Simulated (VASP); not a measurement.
Wanted: the native input for a VASP 6.6.1 run.

| Quantity | Value |
| --- | --- |
| Task | single point |
| Functional | PBE |
| Potentials or basis | VASP PAW PBE potentials, release 64 (Al, Re, Pb_d) |
| Cutoff | 520 eV |
| k mesh | 6 × 6 × 10 |
| Occupations | gaussian, width 0.1 eV |
| Spin | no spin polarisation |
| Dipole correction | no |
| Further INCAR settings | ALGO = Fast; EDIFF = 1e-06; NBANDS = 32 |

The structure of Al4RePb2 lies in POSCAR:

```
Al4RePb2
1.0
    6.2243989397      0.0000000000      0.0000000000
    0.0000000000      6.2243989397      0.0000000000
    0.0000000000      0.0000000000      4.2785138023
Al Re Pb
4 1 2
Direct
    0.2828168513      0.2828168513      0.0000000000
    0.7171831487      0.2828168513      0.0000000000
    0.7171831487      0.7171831487      0.0000000000
    0.2828168513      0.7171831487      0.0000000000
    0.0000000000      0.0000000000      0.0000000000
    0.5000000000      0.0000000000      0.5000000000
    0.0000000000      0.5000000000      0.5000000000
```

One way to write it, as run:

INCAR

```
SYSTEM = Al4RePb2
ALGO = Fast
EDIFF = 1E-6
ENCUT = 520
GGA = PE
ISIF = 2
ISMEAR = 0
LASPH = .True.
LCHARG = .True.
LELF = .True.
LREAL = .False.
LVHAR = .True.
LWAVE = .False.
NBANDS = 32
NELM = 60
PREC = Accurate
SIGMA = 0.1
```

KPOINTS

```
k-points
0
Gamma
  6 6 10
  0 0 0
```

Potentials or basis: VASP PAW PBE potentials, release 64 (Al, Re, Pb_d).

Command:

```bash
$ cat potpaw_PBE.64/Al/POTCAR potpaw_PBE.64/Re/POTCAR potpaw_PBE.64/Pb_d/POTCAR > POTCAR
$ mpirun -np 1 vasp_std > vasp.out
```

It gave:

| Property | Result |
| --- | --- |
| Pressure | 0.1 GPa |
| Band gap on the k mesh | zero (an odd number of electrons rules out a gap without spin polarisation) |

Caveat: spin-orbit coupling is left out, which moves the levels of the heavy elements.

Wall time 9.4 min on 1 thread of Oxide Virtual Turin-like Processor (shared host), peak memory 0.43 GiB.
